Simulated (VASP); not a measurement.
# SiC (P6_3mc) in VASP: electric field gradients with PBE

Aim: the electric field gradients of SiC with PBE.

All numbers are computed with VASP 6.6.1; they aren't measurements. Logs are shortened: lines on timing, memory, paths and dates and some standing lists are left out, and cuts for length are marked.

## (1) The cell of the first run

Symmetry: P6_3mc, No. 186, hexagonal system. The conventional cell has a = 3.076 Å, b = 3.076 Å, c = 5.048 Å, α = 90.00°, β = 90.00°, γ = 120.00°. Within 2.5 Å of Si (site symmetry 3m) lie 4 C at 1.87 to 1.94 Å. Within 2.5 Å of C (site symmetry 3m) lie 4 Si at 1.87 to 1.94 Å.

## (2) Electric field gradients, PBE

File INCAR:

```
SYSTEM = SiC
PREC = Accurate ; ENCUT = 520
EDIFF = 1E-8 ; ISMEAR = 0
SIGMA = 0.01 ; LREAL = .False.
LASPH = .True. ; NELM = 120
ALGO = Normal ; ISIF = 2
LWAVE = .False. ; LCHARG = .False.
GGA = PE ; LEFG = .True.
NBANDS = 16 ; GGA_COMPAT = .False.
```

File KPOINTS:

```
Automatic mesh
0
Gamma
  8 8 5
  0 0 0
```

File POSCAR:

```
SiC
1.0
    3.0760000000      0.0000000000      0.0000000000
   -1.5380000000      2.6638940000      0.0000000000
    0.0000000000      0.0000000000      5.0480000000
Si C
2 2
Direct
    0.3333333333      0.6666666667      0.0000000000
    0.6666666667      0.3333333333      0.5000000000
    0.3333333333      0.6666666667      0.3850000000
    0.6666666667      0.3333333333      0.8850000000
```

Potentials or basis: VASP PAW PBE potentials, release 64 (Si, C).

Started as:

```console
$ cat potpaw_PBE.64/Si/POTCAR potpaw_PBE.64/C/POTCAR > POTCAR
$ mpirun -np 1 vasp_std > vasp.out
```

OUTCAR:

```text
SYSTEM = SiC
   PREC = Accurate
   ENCUT = 520
   EDIFF = 1E-8
   ISMEAR = 0
   LREAL = .False.
   LASPH = .True.
   NELM = 120
   ISIF = 2
   GGA = PE

 ion  position               nearest neighbor table
   1  0.333  0.667  0.000-   4 1.87   4 1.87   4 1.87   3 1.94   2 3.09   2 3.09   2 3.09   2 3.09
                             2 3.09   2 3.09
   2  0.667  0.333  0.500-   3 1.87   3 1.87   3 1.87   4 1.94   1 3.09   1 3.09   1 3.09   1 3.09
                             1 3.09   1 3.09
   3  0.333  0.667  0.385-   2 1.87   2 1.87   2 1.87   1 1.94
   4  0.667  0.333  0.885-   1 1.87   1 1.87   1 1.87   2 1.94

  LATTYP: Found a hexagonal cell.
 ALAT       =     3.0760000000
 C/A-ratio  =     1.6410923277

  Lattice vectors:

 A1 = (   3.0760000000,   0.0000000000,   0.0000000000)
 A2 = (  -1.5380000000,   2.6638940000,   0.0000000000)
 A3 = (   0.0000000000,   0.0000000000,   5.0480000000)

Analysis of symmetry for initial positions (statically):
=====================================================================
 Subroutine PRICEL returns:
 Original cell was already a primitive cell.

 Routine SETGRP: Setting up the symmetry group for a
 hexagonal supercell.

 Subroutine GETGRP returns: Found 12 space group operations
 (whereof  6 operations were pure point group operations)
 out of a pool of 24 trial point group operations.

The static configuration has the point symmetry C_3v.
 The point group associated with its full space group is C_6v.

Analysis of symmetry for dynamics (positions and initial velocities):
=====================================================================
 Subroutine PRICEL returns:
 Original cell was already a primitive cell.

 Routine SETGRP: Setting up the symmetry group for a
 hexagonal supercell.

 Subroutine GETGRP returns: Found 12 space group operations
 (whereof  6 operations were pure point group operations)
 out of a pool of 24 trial point group operations.

The dynamic configuration has the point symmetry C_3v.
 The point group associated with its full space group is C_6v.

 Subroutine INISYM returns: Found 12 space group operations
 (whereof  6 operations are pure point group operations),
 and found     1 'primitive' translations

----------------------------------------------------------------------------------------

                                     Primitive cell

  volume of cell :      41.3640

  direct lattice vectors                    reciprocal lattice vectors
     3.076000000  0.000000000  0.000000000     0.325097529  0.187695156  0.000000000
    -1.538000000  2.663894000  0.000000000     0.000000000  0.375390312  0.000000000
     0.000000000  0.000000000  5.048000000     0.000000000  0.000000000  0.198098257

  length of vectors
     3.076000000  3.075999877  5.048000000     0.375390297  0.375390312  0.198098257

  position of ions in fractional coordinates (direct lattice)
     0.333333333  0.666666667  0.000000000
     0.666666667  0.333333333  0.500000000
     0.333333333  0.666666667  0.385000000
     0.666666667  0.333333333  0.885000000

  ion indices of the primitive-cell ions
   primitive index   ion index
                 1           1
                 2           2
                 3           3
                 4           4

----------------------------------------------------------------------------------------

 KPOINTS: Automatic mesh

Automatic generation of k-mesh.
 Grid dimensions read from file:
 generate k-points for:    8    8    5

 Generating k-lattice:

  Cartesian coordinates                     Fractional coordinates (reciprocal lattice)
     0.040637191  0.023461895  0.000000000     0.125000000  0.000000000  0.000000000
     0.000000000  0.046923789  0.000000000     0.000000000  0.125000000  0.000000000
     0.000000000  0.000000000  0.039619651     0.000000000  0.000000000  0.200000000

  Length of vectors
[... 46 lines left out ...]
   PREC   = accura    normal or accurate (medium, high low for compatibility)
   ISTART =      0    job   : 0-new  1-cont  2-samecut
   ICHARG =      2    charge: 1-file 2-atom 10-const
   ISPIN  =      1    spin polarized calculation?
   LNONCOLLINEAR =      F non collinear calculations
   LSORBIT =      F    spin-orbit coupling
   LASPH  =      T    aspherical Exc in radial PAW
   ENCUT  =  520.0 eV  38.22 Ry    6.18 a.u.   5.72  5.72  9.39*2*pi/ulx,y,z
   NELM   =    120;   NELMIN=  2; NELMDL= -5     # of ELM steps
   EDIFF  = 0.1E-07   stopping-criterion for ELM
   LREAL  =      F    real-space projection
   EDIFFG = 0.1E-06   stopping-criterion for IOM
   NSW    =      0    number of steps for IOM
   IBRION =     -1    ionic relax: 0-MD 1-quasi-New 2-CG
   NFREE  =      0    steps in history (QN), initial steepest desc. (CG)
   ISIF   =      2    stress and relaxation
   ISYM   =      2    0-nonsym 1-usesym 2-fastsym
   POTIM  = 0.5000    time-step for ionic-motion
   TEBEG  =    0.0;   TEEND  =   0.0 temperature during run
   PSTRESS=    0.0 pullay stress
   NELECT =      16.0000    total number of electrons
   NUPDOWN=      -1.0000    fix difference up-down
   EMIN   =  10.00;   EMAX   =-10.00  energy-range for DOS
   EFERMI =   0.00;   METHOD = LEGACY
   ISMEAR =     0;   SIGMA  =   0.01  broadening in eV -4-tet -1-fermi 0-gaus
   EFERMI_NEDOS =   21; number of points for ismear=-14 and -15
   IALGO  =     38    algorithm
   IMIX   =      4    mixing-type and parameters
     AMIX     =   0.40;   BMIX     =  1.00
     AMIX_MAG =   1.60;   BMIX_MAG =  1.00
  volume/ion in A,a.u.               =      10.34        69.78
  Fermi-wavevector in a.u.,A,eV,Ry     =   1.192817  2.254098 19.358550  1.422813
  Thomas-Fermi vector in A             =   2.328847
   LORBIT       =      0    0 simple, 1 ext, 2 COOP (PROOUT), +10 PAW based schemes
   GGA     = PE    functional components
   LHFCALC =     F    Hartree Fock is set to
   AEXX    =    0.0000 exact exchange contribution
   IVDW    =     0    specifies the selected vdW correction
   LEPSILON=     F    determine dielectric tensor
   LRPA    =     F    only Hartree local field effects (RPA)
 non-spin polarized calculation
 Gauss-broadening in eV      SIGMA  =   0.01
  energy-cutoff  :      520.00
  volume of cell :       41.36
 maximum number of plane-waves:      1132
 NGX is ok and might be reduce to    24
   NGX = 11   NGY = 11   NGZ = 19

 number of electron      16.0000000 magnetization

 Free energy of the ion-electron system (eV)
  ---------------------------------------------------
  ext. energy  EPLUGINS =         0.00000000
  ---------------------------------------------------
  free energy    TOTEN  =       -30.06609369 eV

  energy without entropy =      -30.06609369  energy(sigma->0) =      -30.06609369

 E-fermi :   8.4825     XC(G=0): -11.3483

 val. band max:        8.4100921362   @ k =   0.0000   0.0000   0.0000
 cond. band min:      10.9882676411   @ k =   0.3750   0.2500   0.0000
 fundamental gap:      2.5781755049
 Fermi energy:         8.4825104797

 k-point     1 :       0.0000    0.0000    0.0000
  band No.  band energies     occupation
      1      -7.3147      2.00000
      2      -3.8124      2.00000
      3      -0.2829      2.00000
      4       6.8539      2.00000
      5       6.8539      2.00000
      6       8.1345      2.00000
[... 433 lines left out ...]
      3       0.8365      2.00000
      4       1.5863      2.00000
      5       4.9187      2.00000
      6       5.6347      2.00000
[... 8 lines left out ...]
     15      19.5531      0.00000
     16      20.1415      0.00000

 [... further k-points ...]

------------------------ aborting loop because EDIFF is reached ----------------------------------------

  FORCE on cell =-STRESS in cart. coord.  units (eV):
  Direction    XX          YY          ZZ          XY          YZ          ZX
  --------------------------------------------------------------------------------------
  -------------------------------------------------------------------------------------
  Total        1.3574279      1.3574277      0.1042665      0.0000000      0.0000000      0.0000000
  in kB       52.5780803     52.5780747      4.0386181      0.0000000      0.0000000      0.0000000
  external PRESSURE =      36.3982577 kB  Pullay stress =       0.0000000 kB

 VOLUME and BASIS-vectors are now :
 -----------------------------------------------------------------------------
  energy-cutoff  :      520.00
  volume of cell :       41.36
      direct lattice vectors                 reciprocal lattice vectors
     3.076000000  0.000000000  0.000000000     0.325097529  0.187695156  0.000000000
    -1.538000000  2.663894000  0.000000000     0.000000000  0.375390312  0.000000000
     0.000000000  0.000000000  5.048000000     0.000000000  0.000000000  0.198098257

 POSITION                                       TOTAL-FORCE (eV/Angst)
 -----------------------------------------------------------------------------------
     -0.00000      1.77593      0.00000         0.000000     -0.000000      0.752000
      1.53800      0.88796      2.52400         0.000000     -0.000000      0.752000
     -0.00000      1.77593      1.94348        -0.000000     -0.000000     -0.752000
      1.53800      0.88796      4.46748         0.000000      0.000000     -0.752000
 -----------------------------------------------------------------------------------
    total drift:                                0.000000      0.000000     -0.000219

  FREE ENERGIE OF THE ION-ELECTRON SYSTEM (eV)
  ---------------------------------------------------
  free  energy   TOTEN  =       -30.0660936861 eV

  energy  without entropy=      -30.0660936861  energy(sigma->0) =      -30.06609369

 Electric field gradients (V/A^2)
---------------------------------------------------------------------
 ion       V_xx      V_yy      V_zz      V_xy      V_xz      V_yz
---------------------------------------------------------------------
   1      -8.708    -8.708    17.416    -0.000     0.000    -0.000
   2      -8.708    -8.708    17.416    -0.000    -0.000     0.000
   3      -1.479    -1.479     2.958    -0.000    -0.000     0.000
   4      -1.479    -1.479     2.958    -0.000     0.000    -0.000
---------------------------------------------------------------------

 Electric field gradients after diagonalization (V/A^2)
 (convention: |V_zz| > |V_xx| > |V_yy|)
----------------------------------------------------------------------
 ion       V_xx      V_yy      V_zz     asymmetry (V_yy - V_xx)/ V_zz
----------------------------------------------------------------------
   1      -8.708    -8.708    17.416       0.000
   2      -8.708    -8.708    17.416       0.000
   3      -1.479    -1.479     2.958       0.000
   4      -1.479    -1.479     2.958       0.000
----------------------------------------------------------------------

           NMR quadrupolar parameters

 Cq : quadrupolar parameter    Cq=e*Q*V_zz/h
 eta: asymmetry parameters     (V_yy - V_xx)/ V_zz
 Q  : nuclear electric quadrupole moment in mb (millibarn)
----------------------------------------------------------------------
 ion       Cq(MHz)       eta       Q (mb)
----------------------------------------------------------------------
   1       0.042       0.000       1.000
   2       0.042       0.000       1.000
   3       0.007       0.000       1.000
   4       0.007       0.000       1.000
----------------------------------------------------------------------
```

Wall time 18 s (1 thread of AMD EPYC 7R43 (Zen 3), shared host); peak memory 0.13 GiB.

What came out:

* Free energy: -30.0661 eV
* Pressure: 3.6 GPa
* Largest force: 0.752 eV/Å
* Band gap on the k mesh: 2.58 eV (least direct gap 4.08 eV)
* Largest electric field gradient by atom: Si +17.4; C +3.0 V/Å²

Forces on the atoms (eV/Å):
```
Si   0.000  0.000  0.752
Si   0.000  0.000  0.752
C    0.000  0.000 -0.752
C    0.000  0.000 -0.752
```

Electric field gradients, principal values (V/Å²):
```
atom   least  middle  greatest (by size)
1 Si  -8.708  -8.708              17.416
2 Si  -8.708  -8.708              17.416
 3 C  -1.479  -1.479               2.958
 4 C  -1.479  -1.479               2.958
```

Caveat: the cell stands under pressure; without QUAD_EFG the Cq values of the log hold for a quadrupole moment of 1 mb, not for the nuclei; an odd mesh through Γ misses points on the zone boundary, where band edges can lie.
